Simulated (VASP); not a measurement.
A run of VASP 6.6.1 is set up as follows.

INCAR

```
ALGO = Fast
EDIFF = 1E-6
ENCUT = 520
GGA = PS
ISIF = 2
ISMEAR = 0
LASPH = True
LCHARG = True
LELF = True
LREAL = False
LVHAR = True
LWAVE = False
NBANDS = 13
NELM = 100
PREC = Accurate
SIGMA = 0.15
```

KPOINTS

```
k-points
0
Gamma
  20 20 20
```

Contents of POSCAR:

```
W
1.0
    0.0000000000      2.0300000000      2.0706000000
    2.0300000000      0.0000000000      2.0706000000
    2.0300000000      2.0300000000      0.0000000000
W
1
Direct
    0.0000000000      0.0000000000      0.0000000000
```

Potentials or basis: VASP PAW PBE potentials, release 64 (W_sv).

Launch:

```bash
$ cat potpaw_PBE.64/W_sv/POTCAR > POTCAR
$ mpirun -np 1 vasp_std > vasp.out
```

Task: What does it give for the pressure?

Result: -16.9 GPa.

Task: What does it give for the band gap on the k mesh?

Result: Zero (band 7 reaches 12.78 eV, above the bottom of band 8 at 9.32 eV).

Stress tensor (GPa, compression positive):
```
-18.87   0.00   0.00
  0.00 -18.87   0.00
  0.00   0.00 -13.08
```

Caveat: the cell differs from its parent crystal (strain +0.0200 x Voigt [0, 0, 1, 0, 0, 0]); the PAW data sets were made with another functional, which shifts forces and pressure a little; spin-orbit coupling is left out, which moves the levels of the heavy elements.
